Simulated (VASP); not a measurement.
# S (I4/mmm) in VASP: relaxation of cell and atoms with r2SCAN

Aim: the relaxation of cell and atoms of S with r2SCAN.

Program: VASP 6.6.1. These are calculated values, not measurements. Logs are shortened: lines on timing, memory, paths and dates and some standing lists are left out, and cuts for length are marked.

## (1) The cell of the first run

The structure is tetragonal, space group I4/mmm (No. 139). The conventional cell has a = 3.359 Å, b = 3.359 Å, c = 5.110 Å, α = 90.00°, β = 90.00°, γ = 90.00°. Within 4.4 Å of S (site symmetry 4/mmm) lie 12 S at 3.36 to 3.49 Å.

## (2) Relaxation of cell and atoms, r2SCAN

Input file POSCAR:

```
S
1.0
   -1.6793609656      1.6793609656      2.5549027216
    1.6793609656     -1.6793609656      2.5549027216
    1.6793609656      1.6793609656     -2.5549027216
S
1
Direct
    0.0000000000      0.0000000000      0.0000000000
```

Input file INCAR.step1:

```
SYSTEM = S
PREC = Accurate
ENCUT = 600
ISMEAR = 0
SIGMA = 0.1
LREAL = .FALSE.
LASPH = .TRUE.
NELM = 80
GGA = PE
ALGO = Normal
EDIFF = 1E-4
LWAVE = .TRUE.
LCHARG = .FALSE.
```

Input file INCAR.step2:

```
SYSTEM = S
PREC = Accurate
ENCUT = 600
EDIFF = 1E-6
ISMEAR = 0
SIGMA = 0.1
LREAL = .FALSE.
LASPH = .TRUE.
NELM = 80
ALGO = Normal
ISIF = 3
LWAVE = .FALSE.
LCHARG = .FALSE.
METAGGA = R2SCAN
LMIXTAU = .TRUE.
IBRION = 2
NSW = 90
EDIFFG = -0.04
ISTART = 1
```

Input file KPOINTS:

```
regular mesh
0
G
  8 8 8
  0 0 0
```

Potentials or basis: VASP PAW PBE potentials, release 64 (S).

On the command line:

```
$ cat potpaw_PBE.64/S/POTCAR > POTCAR
$ cp INCAR.step1 INCAR
$ mpirun -np 1 vasp_std > vasp.out
$ cp INCAR.step2 INCAR
$ mpirun -np 1 vasp_std > vasp.out
```

OUTCAR:

```text
SYSTEM = S
   PREC = Accurate
   ENCUT = 600
   EDIFF = 1E-6
   ISMEAR = 0
   LREAL = .FALSE.
   LASPH = .TRUE.
   NELM = 80
   ISIF = 3
   METAGGA = R2SCAN
   IBRION = 2
   NSW = 90
   EDIFFG = -0.04
   ISTART = 1

 ion  position               nearest neighbor table
   1  0.000  0.000  0.000-

  LATTYP: Found a body centered tetragonal cell.
 ALAT       =     3.3587219312
 C/A-ratio  =     1.5213541186

  Lattice vectors:

 A1 = (  -1.6793609656,   1.6793609656,   2.5549027216)
 A2 = (   1.6793609656,  -1.6793609656,   2.5549027216)
 A3 = (   1.6793609656,   1.6793609656,  -2.5549027216)

Analysis of symmetry for initial positions (statically):
=====================================================================
 Subroutine PRICEL returns:
 Original cell was already a primitive cell.

 Routine SETGRP: Setting up the symmetry group for a
 body centered tetragonal supercell.

 Subroutine GETGRP returns: Found 16 space group operations
 (whereof 16 operations were pure point group operations)
 out of a pool of 16 trial point group operations.

The static configuration has the point symmetry D_4h.

Analysis of symmetry for dynamics (positions and initial velocities):
=====================================================================
 Subroutine PRICEL returns:
 Original cell was already a primitive cell.

 Routine SETGRP: Setting up the symmetry group for a
 body centered tetragonal supercell.

 Subroutine GETGRP returns: Found 16 space group operations
 (whereof 16 operations were pure point group operations)
 out of a pool of 16 trial point group operations.

The dynamic configuration has the point symmetry D_4h.

 Subroutine INISYM returns: Found 16 space group operations
 (whereof 16 operations are pure point group operations),
 and found     1 'primitive' translations

----------------------------------------------------------------------------------------

                                     Primitive cell

  volume of cell :      28.8219

  direct lattice vectors                    reciprocal lattice vectors
    -1.679360966  1.679360966  2.554902722     0.000000000  0.297732298  0.195702167
     1.679360966 -1.679360966  2.554902722     0.297732298  0.000000000  0.195702167
     1.679360966  1.679360966 -2.554902722     0.297732298  0.297732298  0.000000000

  length of vectors
     3.488270979  3.488270979  3.488270979     0.356291818  0.356291818  0.421057054

  position of ions in fractional coordinates (direct lattice)
     0.000000000  0.000000000  0.000000000

  ion indices of the primitive-cell ions
   primitive index   ion index
                 1           1

----------------------------------------------------------------------------------------

 KPOINTS: regular mesh

Automatic generation of k-mesh.
 Grid dimensions read from file:
 generate k-points for:    8    8    8

 Generating k-lattice:

  Cartesian coordinates                     Fractional coordinates (reciprocal lattice)
     0.000000000  0.037216537  0.024462771     0.125000000  0.000000000  0.000000000
     0.037216537  0.000000000  0.024462771     0.000000000  0.125000000  0.000000000
     0.037216537  0.037216537  0.000000000     0.000000000  0.000000000  0.125000000

  Length of vectors
     0.044536477  0.044536477  0.052632132

  Shift w.r.t. Gamma in fractional coordinates (k-lattice)
     0.000000000  0.000000000  0.000000000

 Subroutine IBZKPT returns following result:
 ===========================================

 Found     59 irreducible k-points:

 Following reciprocal coordinates:
            Coordinates               Weight
  0.000000  0.000000  0.000000      1.000000
  0.125000  0.000000 -0.000000      8.000000
  0.250000  0.000000 -0.000000      8.000000
  0.375000  0.000000 -0.000000      8.000000
  0.500000  0.000000 -0.000000      4.000000
  0.125000  0.125000 -0.000000      8.000000
[... 16 lines left out ...]
  0.250000  0.125000  0.125000     16.000000
  0.375000  0.125000  0.125000      8.000000
 [... further k-points ...]
   k-points           NKPTS =     59   k-points in BZ     NKDIM =     59   number of bands    NBANDS=      7
   number of dos      NEDOS =    301   number of ions     NIONS =      1
   total plane-waves  NPLWV =  21952
   dimension x,y,z NGX =    28 NGY =   28 NGZ =   28
   dimension x,y,z NGXF=    56 NGYF=   56 NGZF=   56
   ions per type =               1
   NGX,Y,Z   is equivalent  to a cutoff of  13.34, 13.34, 13.34 a.u.
   NGXF,Y,Z  is equivalent  to a cutoff of  26.69, 26.69, 26.69 a.u.
 SYSTEM =  S
   PREC   = accura    normal or accurate (medium, high low for compatibility)
   ISTART =      1    job   : 0-new  1-cont  2-samecut
   ICHARG =      0    charge: 1-file 2-atom 10-const
   ISPIN  =      1    spin polarized calculation?
   LNONCOLLINEAR =      F non collinear calculations
   LSORBIT =      F    spin-orbit coupling
   LASPH  =      T    aspherical Exc in radial PAW
   ENCUT  =  600.0 eV  44.10 Ry    6.64 a.u.   6.97  6.97  6.97*2*pi/ulx,y,z
   NELM   =     80;   NELMIN=  2; NELMDL=  0     # of ELM steps
   EDIFF  = 0.1E-05   stopping-criterion for ELM
   LREAL  =      F    real-space projection
   EDIFFG = -.4E-01   stopping-criterion for IOM
   NSW    =     90    number of steps for IOM
   IBRION =      2    ionic relax: 0-MD 1-quasi-New 2-CG
   NFREE  =      1    steps in history (QN), initial steepest desc. (CG)
   ISIF   =      3    stress and relaxation
   ISYM   =      2    0-nonsym 1-usesym 2-fastsym
   POTIM  = 0.5000    time-step for ionic-motion
   TEBEG  =    0.0;   TEEND  =   0.0 temperature during run
   PSTRESS=    0.0 pullay stress
   NELECT =       6.0000    total number of electrons
   NUPDOWN=      -1.0000    fix difference up-down
   EMIN   =  10.00;   EMAX   =-10.00  energy-range for DOS
   EFERMI =   0.00;   METHOD = LEGACY
   ISMEAR =     0;   SIGMA  =   0.10  broadening in eV -4-tet -1-fermi 0-gaus
   EFERMI_NEDOS =   21; number of points for ismear=-14 and -15
   IALGO  =     38    algorithm
   IMIX   =      4    mixing-type and parameters
     AMIX     =   0.40;   BMIX     =  1.00
     AMIX_MAG =   1.60;   BMIX_MAG =  1.00
  volume/ion in A,a.u.               =      28.82       194.50
  Fermi-wavevector in a.u.,A,eV,Ry     =   0.970252  1.833510 12.808367  0.941388
  Thomas-Fermi vector in A             =   2.100371
   LORBIT       =      0    0 simple, 1 ext, 2 COOP (PROOUT), +10 PAW based schemes
   METAGGA = R2SCAN    functional components
   LHFCALC =     F    Hartree Fock is set to
   AEXX    =    0.0000 exact exchange contribution
   IVDW    =     0    specifies the selected vdW correction
   LEPSILON=     F    determine dielectric tensor
   LRPA    =     F    only Hartree local field effects (RPA)
 conjugate gradient relaxation of ions
 non-spin polarized calculation
 Gauss-broadening in eV      SIGMA  =   0.10
  energy-cutoff  :      600.00
  volume of cell :       28.82
 maximum number of plane-waves:      1006
   NGX = 13   NGY = 13   NGZ = 13

--------------------------------------- Ionic step        1  -------------------------------------------

 number of electron       5.9999999 magnetization

 Free energy of the ion-electron system (eV)
  ---------------------------------------------------
  ext. energy  EPLUGINS =         0.00000000
  ---------------------------------------------------
  free energy    TOTEN  =        -5.69343212 eV

  energy without entropy =       -5.68242640  energy(sigma->0) =       -5.68792926

 E-fermi :   0.4475     XC(G=0):  -8.8294

 val. band max:        0.4427275182   @ k =  -0.3750   0.5000   0.3750
 cond. band min:       0.4639886083   @ k =   0.3750   0.1250  -0.0000
 fundamental gap:      0.0212610901
 Fermi energy:         0.4474516778

 k-point     1 :       0.0000    0.0000    0.0000
  band No.  band energies     occupation
      1     -12.6024      2.00000
      2       1.5402      0.00000
      3       1.6276      0.00000
      4       1.6276      0.00000
      5       9.3870      0.00000
      6      12.4632      0.00000
      7      13.1756      0.00000
[... 571 lines left out ...]
 k-point    24 :       0.3750    0.1250    0.1250
  band No.  band energies     occupation
      1      -1.7992      2.00000
      2      -0.0688      2.00000
      3      10.0518      2.00000
      4      13.5769      0.00000
      5      16.4961      0.00000
      6      18.9847      0.00000
      7      27.5775      0.00000

 [... further k-points ...]

[... ionic steps 4 to 28 ...]

--------------------------------------- Ionic step       29  -------------------------------------------

 number of electron       5.9999999 magnetization

------------------------ aborting loop because EDIFF is reached ----------------------------------------

  FORCE on cell =-STRESS in cart. coord.  units (eV):
  Direction    XX          YY          ZZ          XY          YZ          ZX
  --------------------------------------------------------------------------------------
  -------------------------------------------------------------------------------------
  Total        0.1330554      0.1330554      0.0620663      0.0000000     -0.0000000      0.0000000
  in kB       11.0147795     11.0147795      5.1380587      0.0000000     -0.0000000      0.0000000
  external PRESSURE =       9.0558726 kB  Pullay stress =       0.0000000 kB
[... 55 lines left out ...]
  energy  without entropy=       -7.4579991646  energy(sigma->0) =       -7.46083854

--------------------------------------- Ionic step       31  -------------------------------------------

 number of electron       5.9999999 magnetization

 Free energy of the ion-electron system (eV)
  ---------------------------------------------------
  ext. energy  EPLUGINS =         0.00000000
  ---------------------------------------------------
  free energy    TOTEN  =        -7.46408330 eV

  energy without entropy =       -7.45830301  energy(sigma->0) =       -7.46119315

 E-fermi :   4.6271     XC(G=0): -10.1793

 val. band max:        4.6169475899   @ k =   0.3750   0.2500  -0.0000
 cond. band min:       4.6768900739   @ k =   0.2500   0.1250   0.1250
 fundamental gap:      0.0599424840
 Fermi energy:         4.6270529046

 k-point     1 :       0.0000    0.0000    0.0000
  band No.  band energies     occupation
      1     -13.1705      2.00000
      2       0.6663      2.00000
      3       8.9771      0.00000
      4       9.6390      0.00000
      5       9.6390      0.00000
      6      13.8568      0.00000
      7      20.3175      0.00000
[... 258 lines left out ...]
  FREE ENERGIE OF THE ION-ELECTRON SYSTEM (eV)
  ---------------------------------------------------
  free  energy   TOTEN  =        -7.4640832991 eV

  energy  without entropy=       -7.4583030060  energy(sigma->0) =       -7.46119315

 reached required accuracy - stopping structural energy minimisation
```

It took 20 min on 1 thread of Intel Xeon 6975P-C (Granite Rapids), shared host; peak memory 0.18 GiB.

What came out:

* Free energy: -7.4641 eV
* Relaxed volume: 19.81 Å³/atom
* Relaxed cell: a = 3.945 Å, b = 3.945 Å, c = 3.945 Å, α = 145.30°, β = 145.30°, γ = 49.89°
* Space group after relaxing (to 0.1 Å): I4/mmm (No. 139)
* Pressure after relaxing: 0.0 GPa
* Band gap on the k mesh: zero (bands 3 and 4 overlap by 5.52 eV)

Final structure:
```xyz
1
Lattice="-1.1766 1.1766 3.5774 1.1766 -1.1766 3.5774 1.1766 1.1766 -3.5774" Properties=species:S:1:pos:R:3 pbc="T T T"
S     0.0000    0.0000    0.0000
```

Levels at points of the mesh, in eV from the Fermi level:
| k point | band 1 | band 2 | band 3 | band 4 | band 5 | band 6 | band 7 |
| --- | --- | --- | --- | --- | --- | --- | --- |
| (0.00, 0.00, 0.00) | -17.80 | -3.96 | 4.35 | 5.01 | 5.01 | 9.23 | 15.69 |
| (0.50, 0.00, 0.00) | -13.18 | -8.59 | -1.63 | 5.61 | 7.41 | 12.92 | 14.64 |
| (0.50, 0.50, 0.00) | -8.12 | -5.56 | -5.38 | 1.50 | 3.88 | 9.05 | 11.70 |
| (0.50, 0.50, 0.50) | -17.51 | -6.27 | 4.89 | 4.89 | 9.06 | 12.44 | 12.81 |

Caveat: the volume moved by over 15 % at a fixed basis, so the end points are rough; the PAW data sets were made with another functional, which shifts forces and pressure a little.

The gap in the log of VASP goes by the Fermi energy; the results here count the filled bands.